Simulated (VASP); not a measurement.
# C (Fd-3m) in VASP: settings compared

C is run at these levels: PBEsol, LDA, PBE; tasks: elastic constants, vibrations by perturbation theory, dielectric tensor.

Everything below comes from runs of VASP 6.6.1. Logs are shortened: lines on timing, memory, paths and dates and some standing lists are left out, and cuts for length are marked.

## (1) The cell of the first run

The structure is cubic, space group Fd-3m (No. 227). Conventional cell: a = 3.567 Å, b = 3.567 Å, c = 3.567 Å, α = 90.00°, β = 90.00°, γ = 90.00°. Within 2.1 Å of C (site symmetry -43m) lie 4 C at 1.54 Å.

## (2) Elastic constants, PBEsol

File INCAR:

```
SYSTEM = C
PREC = Accurate
ENCUT = 600
EDIFF = 1E-8
ISMEAR = 0
SIGMA = 0.01
LREAL = .False.
LASPH = .True.
NELM = 80
ALGO = Normal
ISIF = 3
LWAVE = .False.
LCHARG = .True.
GGA = PS
IBRION = 6
NFREE = 2
POTIM = 0.015
NSW = 1
```

File KPOINTS:

```
Automatic mesh
0
Gamma
  11 11 11
  0 0 0
```

File POSCAR:

```
C
1.0
    0.0000000000      1.7833700000      1.7833700000
    1.7833700000      0.0000000000      1.7833700000
    1.7833700000      1.7833700000      0.0000000000
C
2
Direct
    0.7500000000      0.7500000000      0.7500000000
    0.5000000000      0.5000000000      0.5000000000
```

Potentials or basis: VASP PAW PBE potentials, release 64 (C).

On the command line:

```console
cat potpaw_PBE.64/C/POTCAR > POTCAR
mpirun -np 1 vasp_std > vasp.out
```

OUTCAR:

```text
SYSTEM = C
   PREC = Accurate
   ENCUT = 600
   EDIFF = 1E-8
   ISMEAR = 0
   LREAL = .False.
   LASPH = .True.
   NELM = 80
   ISIF = 3
   GGA = PS
   IBRION = 6
   NFREE = 2
   POTIM = 0.015
   NSW = 1

 ion  position               nearest neighbor table
   1  0.750  0.750  0.750-   2 1.54   2 1.54   2 1.54   2 1.54
   2  0.500  0.500  0.500-   1 1.54   1 1.54   1 1.54   1 1.54

  LATTYP: Found a face centered cubic cell.
 ALAT       =     3.5667400000

  Lattice vectors:

 A1 = (   0.0000000000,   1.7833700000,   1.7833700000)
 A2 = (   1.7833700000,   0.0000000000,   1.7833700000)
 A3 = (   1.7833700000,   1.7833700000,   0.0000000000)

Analysis of symmetry for initial positions (statically):
=====================================================================
 Subroutine PRICEL returns:
 Original cell was already a primitive cell.

 Routine SETGRP: Setting up the symmetry group for a
 face centered cubic supercell.

 Subroutine GETGRP returns: Found 48 space group operations
 (whereof 24 operations were pure point group operations)
 out of a pool of 48 trial point group operations.

The static configuration has the point symmetry T_d .
 The point group associated with its full space group is O_h .

Analysis of symmetry for dynamics (positions and initial velocities):
=====================================================================
 Subroutine PRICEL returns:
 Original cell was already a primitive cell.

 Routine SETGRP: Setting up the symmetry group for a
 face centered cubic supercell.

 Subroutine GETGRP returns: Found 48 space group operations
 (whereof 24 operations were pure point group operations)
 out of a pool of 48 trial point group operations.

The dynamic configuration has the point symmetry T_d .
 The point group associated with its full space group is O_h .

 Subroutine INISYM returns: Found 48 space group operations
 (whereof 24 operations are pure point group operations),
 and found     1 'primitive' translations

----------------------------------------------------------------------------------------

                                     Primitive cell

  volume of cell :      11.3437

  direct lattice vectors                    reciprocal lattice vectors
     0.000000000  1.783370000  1.783370000    -0.280368067  0.280368067  0.280368067
     1.783370000  0.000000000  1.783370000     0.280368067 -0.280368067  0.280368067
     1.783370000  1.783370000  0.000000000     0.280368067  0.280368067 -0.280368067

  length of vectors
     2.522066041  2.522066041  2.522066041     0.485611737  0.485611737  0.485611737

  position of ions in fractional coordinates (direct lattice)
     0.750000000  0.750000000  0.750000000
     0.500000000  0.500000000  0.500000000

  ion indices of the primitive-cell ions
   primitive index   ion index
                 1           1
                 2           2

----------------------------------------------------------------------------------------

 KPOINTS: Automatic mesh

Automatic generation of k-mesh.
 Grid dimensions read from file:
 generate k-points for:   11   11   11

 Generating k-lattice:

  Cartesian coordinates                     Fractional coordinates (reciprocal lattice)
    -0.025488006  0.025488006  0.025488006     0.090909091  0.000000000  0.000000000
     0.025488006 -0.025488006  0.025488006     0.000000000  0.090909091  0.000000000
     0.025488006  0.025488006 -0.025488006     0.000000000  0.000000000  0.090909091

  Length of vectors
     0.044146522  0.044146522  0.044146522

  Shift w.r.t. Gamma in fractional coordinates (k-lattice)
     0.000000000  0.000000000  0.000000000

 Subroutine IBZKPT returns following result:
 ===========================================

 Found     56 irreducible k-points:

 Following reciprocal coordinates:
            Coordinates               Weight
  0.000000  0.000000  0.000000      1.000000
  0.090909  0.000000  0.000000      8.000000
  0.181818  0.000000  0.000000      8.000000
  0.272727  0.000000  0.000000      8.000000
  0.363636  0.000000  0.000000      8.000000
  0.454545  0.000000  0.000000      8.000000
[... 16 lines left out ...]
 -0.272727  0.181818  0.000000     24.000000
 -0.181818  0.181818  0.000000     12.000000
 [... further k-points ...]
   k-points           NKPTS =     56   k-points in BZ     NKDIM =     56   number of bands    NBANDS=      8
   number of dos      NEDOS =    301   number of ions     NIONS =      2
   total plane-waves  NPLWV =   8000
   dimension x,y,z NGX =    20 NGY =   20 NGZ =   20
[... 22 lines left out ...]
   POTIM  = 0.0150    time-step for ionic-motion
   TEBEG  =    0.0;   TEEND  =   0.0 temperature during run
   PSTRESS=    0.0 pullay stress
   NELECT =       8.0000    total number of electrons
   NUPDOWN=      -1.0000    fix difference up-down
   EMIN   =  10.00;   EMAX   =-10.00  energy-range for DOS
   EFERMI =   0.00;   METHOD = LEGACY
   ISMEAR =     0;   SIGMA  =   0.01  broadening in eV -4-tet -1-fermi 0-gaus
   EFERMI_NEDOS =   21; number of points for ismear=-14 and -15
   IALGO  =     38    algorithm
   IMIX   =      4    mixing-type and parameters
     AMIX     =   0.40;   BMIX     =  1.00
     AMIX_MAG =   1.60;   BMIX_MAG =  1.00
  volume/ion in A,a.u.               =       5.67        38.28
  Fermi-wavevector in a.u.,A,eV,Ry     =   1.457203  2.753714 28.891161  2.123440
  Thomas-Fermi vector in A             =   2.574032
   LORBIT       =      0    0 simple, 1 ext, 2 COOP (PROOUT), +10 PAW based schemes
   GGA     = PS    functional components
   LHFCALC =     F    Hartree Fock is set to
   AEXX    =    0.0000 exact exchange contribution
   IVDW    =     0    specifies the selected vdW correction
   LEPSILON=     F    determine dielectric tensor
   LRPA    =     F    only Hartree local field effects (RPA)
 finite differences with symmetry
 non-spin polarized calculation
 Gauss-broadening in eV      SIGMA  =   0.01
  energy-cutoff  :      600.00
  volume of cell :       11.34
 maximum number of plane-waves:       388
   NGX =  9   NGY =  9   NGZ =  9

--------------------------------------- Ionic step        1  -------------------------------------------

 number of electron       7.9999999 magnetization

 Free energy of the ion-electron system (eV)
  ---------------------------------------------------
  ext. energy  EPLUGINS =         0.00000000
  ---------------------------------------------------
  free energy    TOTEN  =       -19.25323582 eV

  energy without entropy =      -19.25323582  energy(sigma->0) =      -19.25323582

------------------------ aborting loop because EDIFF is reached ----------------------------------------

  FORCE on cell =-STRESS in cart. coord.  units (eV):
  Direction    XX          YY          ZZ          XY          YZ          ZX
  --------------------------------------------------------------------------------------
  -------------------------------------------------------------------------------------
  Total       -0.3118346     -0.3118346     -0.3118346     -0.0000000      0.0000000     -0.0000000
  in kB      -44.0433717    -44.0433717    -44.0433717     -0.0000000      0.0000000     -0.0000000
  external PRESSURE =     -44.0433717 kB  Pullay stress =       0.0000000 kB
[... 89 lines left out ...]
  FREE ENERGIE OF THE ION-ELECTRON SYSTEM (eV)
  ---------------------------------------------------
  free  energy   TOTEN  =       -19.2494806824 eV

  energy  without entropy=      -19.2494806824  energy(sigma->0) =      -19.24948068

[... ionic steps 4 to 12 ...]

--------------------------------------- Ionic step       13  -------------------------------------------

 number of electron       7.9999999 magnetization

 E-fermi :   9.7781     XC(G=0): -13.4327

 val. band max:        9.7121741137   @ k =   0.0000   0.0000   0.0000
 cond. band min:      13.6882838287   @ k =   0.3636   0.0000   0.3636
 fundamental gap:      3.9761097150
 Fermi energy:         9.7781057164

 k-point     1 :       0.0000    0.0000    0.0000
  band No.  band energies     occupation
      1     -11.8139      2.00000
      2       9.7041      2.00000
      3       9.7060      2.00000
      4       9.7122      2.00000
      5      15.0192      0.00000
      6      15.2346      0.00000
      7      15.4782      0.00000
      8      23.0924      0.00000
[... 324 lines left out ...]
--------------------------------------- Ionic step       15  -------------------------------------------

 number of electron       7.9999999 magnetization

 Free energy of the ion-electron system (eV)
  ---------------------------------------------------
  ext. energy  EPLUGINS =         0.00000000
  ---------------------------------------------------
  free energy    TOTEN  =       -19.24906358 eV

  energy without entropy =      -19.24906358  energy(sigma->0) =      -19.24906358

 E-fermi :  10.1099     XC(G=0): -13.4328

 val. band max:        9.9378682013   @ k =   0.0000   0.0000   0.0000
 cond. band min:      13.7074121370   @ k =   0.3636   0.3636   0.0000
 fundamental gap:      3.7695439357
 Fermi energy:        10.1098949331

 k-point     1 :       0.0000    0.0000    0.0000
  band No.  band energies     occupation
      1     -11.8136      2.00000
      2       9.4781      2.00000
      3       9.7112      2.00000
      4       9.9379      2.00000
      5      15.0465      0.00000
      6      15.2434      0.00000
      7      15.4511      0.00000
      8      23.0753      0.00000
[... 282 lines left out ...]
  FREE ENERGIE OF THE ION-ELECTRON SYSTEM (eV)
  ---------------------------------------------------
  free  energy   TOTEN  =       -19.2490635756 eV

  energy  without entropy=      -19.2490635756  energy(sigma->0) =      -19.24906358

 INTERNAL STRAIN TENSORS FROM STRAINED CELLS
 ============================================

 INTERNAL STRAIN TENSOR FOR ION    1 for displacements in x,y,z  (eV/Angst):
          X           Y           Z          XY          YZ          ZX
  --------------------------------------------------------------------------------
  x    -0.00000    -0.00000    -0.00000     0.00000    -3.45668     0.00000
  y    -0.00000    -0.00000    -0.00000     0.00000    -0.00000    -3.45646
  z    -0.00000    -0.00000    -0.00000    -3.45716    -0.00000     0.00000

 INTERNAL STRAIN TENSORS FROM DISPLACED ATOMS
 ============================================

 INTERNAL STRAIN TENSOR FOR ION    1 for displacements in x,y,z  (eV/Angst):
          X           Y           Z          XY          YZ          ZX
  --------------------------------------------------------------------------------
  x    -0.00000    -0.00000    -0.00000     0.00000    -3.45471     0.00000
  y     0.00000    -0.00000     0.00000     0.00000     0.00000    -3.45471
  z    -0.00000    -0.00000    -0.00000    -3.45471     0.00000     0.00000

 INTERNAL STRAIN TENSOR FOR ION    2 for displacements in x,y,z  (eV/Angst):
          X           Y           Z          XY          YZ          ZX
  --------------------------------------------------------------------------------
  x     0.00000     0.00000     0.00000     0.00000     3.45471     0.00000
  y    -0.00000     0.00000    -0.00000     0.00000     0.00000     3.45471
  z     0.00000     0.00000     0.00000     3.45471     0.00000     0.00000

 Eigenvectors and eigenvalues of the dynamical matrix
 ----------------------------------------------------

   1 f  =   38.844626 THz   244.067981 2PiTHz 1295.717238 cm-1   160.648391 meV
             X         Y         Z           dx          dy          dz
      2.675055  2.675055  2.675055     0.000000   -0.707107    0.000000
      1.783370  1.783370  1.783370     0.000000    0.707107    0.000000
[... 21 lines left out ...]
   6 f  =    0.000000 THz     0.000000 2PiTHz    0.000000 cm-1     0.000000 meV
             X         Y         Z           dx          dy          dz
      2.675055  2.675055  2.675055     0.000000    0.000000    0.707107
      1.783370  1.783370  1.783370     0.000000    0.000000    0.707107

--------------------------------------------------------------------------------------------------------

 ELASTIC MODULI CONTR FROM IONIC RELAXATION (kBar)
 Direction    XX          YY          ZZ          XY          YZ          ZX
 --------------------------------------------------------------------------------
 XX          -0.0000     -0.0000     -0.0000     -0.0000     -0.0000      0.0000
 YY          -0.0000     -0.0000     -0.0000     -0.0000     -0.0000     -0.0000
 ZZ          -0.0000     -0.0000     -0.0000     -0.0000     -0.0000      0.0000
 XY          -0.0000     -0.0000     -0.0000    -45.4641      0.0000      0.0000
 YZ          -0.0000     -0.0000     -0.0000      0.0000    -45.4641      0.0000
 ZX           0.0000     -0.0000      0.0000      0.0000      0.0000    -45.4641
 --------------------------------------------------------------------------------

 TOTAL ELASTIC MODULI (kBar)
 Direction    XX          YY          ZZ          XY          YZ          ZX
 --------------------------------------------------------------------------------
 XX       10495.9318   1312.5409   1312.5409     -0.0000      0.0000     -0.0000
 YY        1312.5409  10495.9318   1312.5409     -0.0000     -0.0000     -0.0000
 ZZ        1312.5409   1312.5409  10495.9318      0.0000      0.0000      0.0000
 XY          -0.0000     -0.0000      0.0000   5616.2860      0.0000      0.0000
 YZ           0.0000     -0.0000      0.0000      0.0000   5616.2860      0.0000
 ZX          -0.0000     -0.0000      0.0000      0.0000      0.0000   5616.2860
 --------------------------------------------------------------------------------
```

It took 98 s on 1 thread of Intel Xeon 6975P-C (Granite Rapids), shared host; peak memory 0.18 GiB.

Results:

```
Elastic constants C11, C12, C44 : 1050, 131, 562 GPa
Voigt bulk modulus              : 437 GPa
Highest phonon frequency at Γ   : 1296 cm⁻¹
```

Phonon frequencies in cm⁻¹ (negative: imaginary):
| q point | frequencies |
| --- | --- |
| (0.000, 0.000, 0.000) | 0 0 0 1296 1296 1296 |

Elastic tensor in Voigt notation (GPa, in the Cartesian axes of the cell as first typed):
```
1050  131  131    0    0    0
 131 1050  131    0    0    0
 131  131 1050    0    0    0
   0    0    0  562    0    0
   0    0    0    0  562    0
   0    0    0    0    0  562
```

Clamped-ion elastic tensor (GPa):
```
1050  131  131    0    0    0
 131 1050  131    0    0    0
 131  131 1050    0    0    0
   0    0    0  566    0    0
   0    0    0    0  566    0
   0    0    0    0    0  566
```

Caveat: the cell is under stress, which shifts elastic constants; the PAW data sets were made with another functional, which shifts forces and pressure a little.

## (3) Vibrations by perturbation theory, LDA

File INCAR:

```
PREC     = Accurate       # precision mode
ENCUT    = 520            # plane-wave cutoff, eV
EDIFF    = 1E-8           # SCF threshold, eV
ISMEAR   = -1             # smearing method
SIGMA    = 0.05           # smearing width, eV
LREAL    = F              # projectors in reciprocal space
LASPH    = T              # aspherical terms in the spheres
NELM     = 100            # most SCF steps
ALGO     = Normal         # electronic algorithm
ISIF     = 2              # what is computed and relaxed
LWAVE    = F              # write WAVECAR
LCHARG   = T              # write CHGCAR
IBRION   = 8              # ionic algorithm
NSW      = 1              # ionic steps
```

File KPOINTS:

```
Automatic mesh
0
Gamma
  10 10 10
```

POSCAR is that of step 2.

Potentials or basis: VASP PAW LDA potentials, release 64 (C).

On the command line:

```console
cat potpaw_LDA.64/C/POTCAR > POTCAR
mpirun -np 1 vasp_std > vasp.out
```

OUTCAR:

```text
PREC = Accurate
   ENCUT = 520
   EDIFF = 1E-8
   ISMEAR = -1
   LREAL = F
   LASPH = T
   NELM = 100
   ISIF = 2
   IBRION = 8
   NSW = 1

 ion  position               nearest neighbor table
   1  0.750  0.750  0.750-   2 1.54   2 1.54   2 1.54   2 1.54
   2  0.500  0.500  0.500-   1 1.54   1 1.54   1 1.54   1 1.54

  LATTYP: Found a face centered cubic cell.
 ALAT       =     3.5667400000

  Lattice vectors:

 A1 = (   0.0000000000,   1.7833700000,   1.7833700000)
 A2 = (   1.7833700000,   0.0000000000,   1.7833700000)
[... 512 lines left out ...]
               1X          1Y          1Z          2X          2Y          2Z
  1X   -36.600134    0.000000    0.000000   36.600134    0.000000    0.000000
  1Y     0.000000  -36.600134    0.000000    0.000000   36.600134    0.000000
  1Z     0.000000    0.000000  -36.600134    0.000000    0.000000   36.600134
  2X    36.600134    0.000000    0.000000  -36.600134    0.000000    0.000000
  2Y     0.000000   36.600134    0.000000    0.000000  -36.600134    0.000000
  2Z     0.000000    0.000000   36.600134    0.000000    0.000000  -36.600134

 Eigenvectors and eigenvalues of the dynamical matrix
 ----------------------------------------------------

   1 f  =   38.593794 THz   242.491961 2PiTHz 1287.350408 cm-1   159.611036 meV
             X         Y         Z           dx          dy          dz
      2.675055  2.675055  2.675055     0.000000   -0.707107    0.000000
      1.783370  1.783370  1.783370     0.000000    0.707107    0.000000
[... 21 lines left out ...]
   6 f  =    0.000000 THz     0.000000 2PiTHz    0.000000 cm-1     0.000000 meV
             X         Y         Z           dx          dy          dz
      2.675055  2.675055  2.675055     0.000000    0.000000    0.707107
      1.783370  1.783370  1.783370     0.000000    0.000000    0.707107

--------------------------------------------------------------------------------------------------------

 ELASTIC MODULI CONTR FROM IONIC RELAXATION (kBar)
 Direction    XX          YY          ZZ          XY          YZ          ZX
 --------------------------------------------------------------------------------
 XX          -0.0000     -0.0000     -0.0000     -0.0000      0.0000     -0.0000
 YY          -0.0000     -0.0000     -0.0000     -0.0000     -0.0000      0.0000
 ZZ          -0.0000     -0.0000     -0.0000      0.0000     -0.0000     -0.0000
 XY          -0.0000     -0.0000      0.0000    -27.0838      0.0000      0.0000
 YZ           0.0000     -0.0000     -0.0000      0.0000    -27.0838      0.0000
 ZX          -0.0000      0.0000     -0.0000      0.0000      0.0000    -27.0838
 --------------------------------------------------------------------------------
```

It took 13 s on 1 thread of Intel Xeon 6975P-C, shared host; peak memory 0.14 GiB.

What came out:

```yaml
Highest_phonon_frequency_at_Γ: 1287 cm⁻¹
```

Phonon frequencies in cm⁻¹ (negative: imaginary):
| q point | frequencies |
| --- | --- |
| (0.000, 0.000, 0.000) | 0 0 0 1287 1287 1287 |

Caveat: the cell wasn't relaxed at this level first, which shifts response properties.

[end of part 1 of 2]
